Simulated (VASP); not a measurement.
# Cr (P-1) in VASP: further runs, part 2 of 2

VASP 6.6.1.

### Step 4. Single point, PBE, collinear spin, ferromagnetic start

INCAR reads:

```
SYSTEM = Cr
ALGO = Normal
EDIFF = 1E-6
ENCUT = 520
GGA = PE
ISIF = 2
ISMEAR = -1
ISPIN = 2
LASPH = .True.
LCHARG = .False.
LMAXMIX = 4
LORBIT = 11
LREAL = .False.
LWAVE = .False.
MAGMOM = 0.8
NBANDS = 16
NELM = 150
NUPDOWN = 0.8
PREC = Accurate
SIGMA = 0.05
```

KPOINTS reads:

```
k-points
0
Gamma
  10 10 10
  0 0 0
```

POSCAR reads:

```
Cr
1.0
   -0.0174283700      1.8156326700      1.8106573700
    1.8310089900     -0.0170405700      1.8102695700
    1.8558983200      1.8401342100     -0.0419299100
Cr
1
Direct
    0.0000000000      0.0000000000      0.0000000000
```

Started as:

```console
cat potpaw_PBE.64/Cr_pv/POTCAR > POTCAR
mpirun -np 1 vasp_std > vasp.out
```

It took 3 min on 1 thread of Intel Xeon 8259CL, shared host; peak memory 0.25 GiB.

The run converged. Its results:

* Free energy: -9.0666 eV
* Pressure: -8.2 GPa
* Net moment: 0.80 μB per cell
* Site moments: Cr +0.75 μB
* Valence electrons inside the program's atomic spheres: Cr 10.92

Stress tensor (GPa, compression positive):
```
-7.45 -0.21  0.82
-0.21 -8.34  0.86
 0.82  0.86 -8.66
```

Caveat: the cell stands under tension; the total moment is fixed, so each spin has its own Fermi level.

### Step 5. Single point, PBE, collinear spin, ferromagnetic start

INCAR reads:

```
SYSTEM = Cr
  ALGO = Normal
  EDIFF = 1E-6
  ENCUT = 520
  GGA = PE
  ISIF = 2
  ISMEAR = -1
  ISPIN = 2
  LASPH = .TRUE.
  LCHARG = .TRUE.
  LELF = .TRUE.
  LMAXMIX = 4
  LORBIT = 11
  LREAL = .FALSE.
  LVHAR = .TRUE.
  LWAVE = .FALSE.
  MAGMOM = 1.5
  NBANDS = 16
  NELM = 150
  NUPDOWN = 1.5
  PREC = Accurate
  SIGMA = 0.05
```

KPOINTS reads:

```
k-points
0
G
  10 10 10
  0 0 0
```

POSCAR is that of step 4.

Potentials or basis: VASP PAW PBE potentials, release 64 (Cr_pv).

Started as:

```console
cat potpaw_PBE.64/Cr_pv/POTCAR > POTCAR
mpirun -np 1 vasp_std > vasp.out
```

OUTCAR:

```text
SYSTEM = Cr
   EDIFF = 1E-6
   ENCUT = 520
   GGA = PE
   ISIF = 2
   ISMEAR = -1
   ISPIN = 2
   LASPH = .TRUE.
   LORBIT = 11
   LREAL = .FALSE.
   NELM = 150
   NUPDOWN = 1.5
   PREC = Accurate

 ion  position               nearest neighbor table
   1  0.000  0.000  0.000-

  LATTYP: Found a triclinic cell.
 ALAT       =     4.4579143179
[... 1127 lines left out ...]
  Direction    XX          YY          ZZ          XY          YZ          ZX
  --------------------------------------------------------------------------------------
  -------------------------------------------------------------------------------------
  Total       -0.0266145      0.0039554      0.0212182     -0.0274721      0.2313897      0.2311772
  in kB       -3.4235366      0.5088034      2.7293818     -3.5338550     29.7646449     29.7373157
  external PRESSURE =      -0.0617838 kB  Pullay stress =       0.0000000 kB

 VOLUME and BASIS-vectors are now :
 -----------------------------------------------------------------------------
  energy-cutoff  :      520.00
  volume of cell :       12.46
      direct lattice vectors                 reciprocal lattice vectors
    -0.017428370  1.815632670  1.810657370    -0.267390350  0.275902865  0.273050868
     1.831008990 -0.017040570  1.810269570     0.273617217 -0.269738007  0.273112875
     1.855898320  1.840134210 -0.041929910     0.266363859  0.268711517 -0.266886010

 POSITION                                       TOTAL-FORCE (eV/Angst)
 -----------------------------------------------------------------------------------
      0.00000      0.00000      0.00000         0.000000      0.000000      0.000000
 -----------------------------------------------------------------------------------
    total drift:                                0.000000      0.000000      0.000000

  FREE ENERGIE OF THE ION-ELECTRON SYSTEM (eV)
  ---------------------------------------------------
  free  energy   TOTEN  =        -8.9162125891 eV

  energy  without entropy=       -8.9027641959  energy(sigma->0) =       -8.90948839

 total charge

# of ion       s       p       d       tot
------------------------------------------
    1        0.422   6.343   4.160  10.926

 magnetization (x)

# of ion       s       p       d       tot
------------------------------------------
    1        0.007   0.049   1.349   1.404
```

OSZICAR:

```text
N       E                     dE             d eps       ncg     rms          rms(c)
DAV:   1     0.825093028323E+02    0.82509E+02   -0.61893E+03 33016   0.842E+02
DAV:   2    -0.875535530284E+01   -0.91265E+02   -0.86808E+02 35104   0.246E+02
DAV:   3    -0.102930385214E+02   -0.15377E+01   -0.15339E+01 36800   0.353E+01
DAV:   4    -0.102989279259E+02   -0.58894E-02   -0.58893E-02 38432   0.217E+00
DAV:   5    -0.102989759845E+02   -0.48059E-04   -0.48057E-04 37208   0.176E-01    0.111E+01
DAV:   6    -0.892042206891E+01    0.13786E+01   -0.21332E+00 32624   0.246E+01    0.236E+00
DAV:   7    -0.892248432401E+01   -0.20623E-02   -0.60733E-02 33664   0.290E+00    0.143E+00
DAV:   8    -0.892021861032E+01    0.22657E-02   -0.36062E-03 38912   0.608E-01    0.551E-01
DAV:   9    -0.891609272672E+01    0.41259E-02   -0.12310E-03 36144   0.394E-01    0.131E-01
DAV:  10    -0.891621089725E+01   -0.11817E-03   -0.28670E-04 35064   0.149E-01    0.469E-02
DAV:  11    -0.891621601208E+01   -0.51148E-05   -0.62737E-06 36176   0.287E-02    0.197E-02
DAV:  12    -0.891621317347E+01    0.28386E-05   -0.20294E-06 34512   0.104E-02    0.673E-03
DAV:  13    -0.891621258910E+01    0.58437E-06   -0.56560E-07 23128   0.717E-03
   1 F= -.89162126E+01 E0= -.89094884E+01  d E =-.134484E-01  mag=     1.5000
```

Run time: 4.2 min. Hardware: 1 thread of Intel Xeon 8259CL, shared host; peak memory 0.25 GiB.

Results:

```yaml
Free_energy: -8.9162 eV
Pressure: 0.0 GPa
Net_moment: 1.50 μB per cell
Site_moments: Cr +1.40 μB
Valence_electrons_inside_the_program's_atomic_spheres: Cr 10.93
```

Stress tensor (GPa, compression positive):
```
-0.34 -0.35  2.97
-0.35  0.05  2.98
 2.97  2.98  0.27
```

Caveat: the total moment is fixed, so each spin has its own Fermi level.

### Step 6. Single point, PBE, collinear spin, ferromagnetic start

INCAR reads:

```
SYSTEM = Cr
ALGO     = Normal         ! electronic algorithm
EDIFF    = 1E-7           ! SCF threshold, eV
ENCUT    = 520            ! plane-wave cutoff, eV
GGA      = PE             ! functional
ISIF     = 2              ! what is computed and relaxed
ISMEAR   = -1             ! smearing method
ISPIN    = 2              ! spin polarisation
LASPH    = .TRUE.         ! aspherical terms in the spheres
LCHARG   = .TRUE.         ! write CHGCAR
LELF     = .TRUE.         ! ELF
LMAXMIX  = 4              ! l up to which the mixer works
LORBIT   = 11             ! projections on sites
LREAL    = .FALSE.        ! projectors in reciprocal space
LVHAR    = .TRUE.       
LWAVE    = .FALSE.        ! write WAVECAR
MAGMOM   = 2.2            ! initial moments
NBANDS   = 16             ! bands
NELM     = 150            ! most SCF steps
NUPDOWN  = 2.2            ! fixed moment
PREC     = Accurate       ! precision mode
SIGMA    = 0.05           ! smearing width, eV
```

KPOINTS is that of step 5.

POSCAR is that of step 5.

Potentials or basis: VASP PAW PBE potentials, release 64 (Cr_pv).

Started as:

```console
cat potpaw_PBE.64/Cr_pv/POTCAR > POTCAR
mpirun -np 1 vasp_std > vasp.out
```

It took 4.6 min on 1 thread of Intel Xeon 8259CL, shared host; peak memory 0.25 GiB.

It converged, with:

```
Free energy                                           : -8.6454 eV
Pressure                                              : 12.4 GPa
Net moment                                            : 2.20 μB per cell
Site moments                                          : Cr +2.04 μB
Valence electrons inside the program's atomic spheres : Cr 10.94
```

Stress tensor (GPa, compression positive):
```
11.61 -0.55  3.24
-0.55 12.54  3.27
 3.24  3.27 12.96
```

Caveat: the cell stands under pressure; the total moment is fixed, so each spin has its own Fermi level.

### Step 7. The runs side by side

| spin | fixed moment (μB) | k mesh | pressure (GPa) | moment (μB) |
| --- | --- | --- | --- | --- |
| off | - | 12 × 12 × 12 | -10.5 | - |
| collinear, zero start | 0.0 | 10 × 10 × 10 | -10.5 | 0.00 |
| collinear, ferromagnetic start | 0.8 | 10 × 10 × 10 | -8.2 | 0.80 |
| collinear, ferromagnetic start | 1.5 | 10 × 10 × 10 | 0.0 | 1.50 |
| collinear, ferromagnetic start | 2.2 | 10 × 10 × 10 | 12.4 | 2.20 |

Alike in all rows: task single point; level PBE; potentials or basis VASP PAW PBE potentials, release 64 (Cr_pv); cell as given; cutoff (eV) 520; smearing fermi-dirac 0.05 eV.

Caveats: the total moment is fixed, so each spin has its own Fermi level (at least some runs); the cell stands under tension (at least some runs); the cell stands under pressure (at least some runs).

Absolute energies hang on the potentials; compare differences alone.
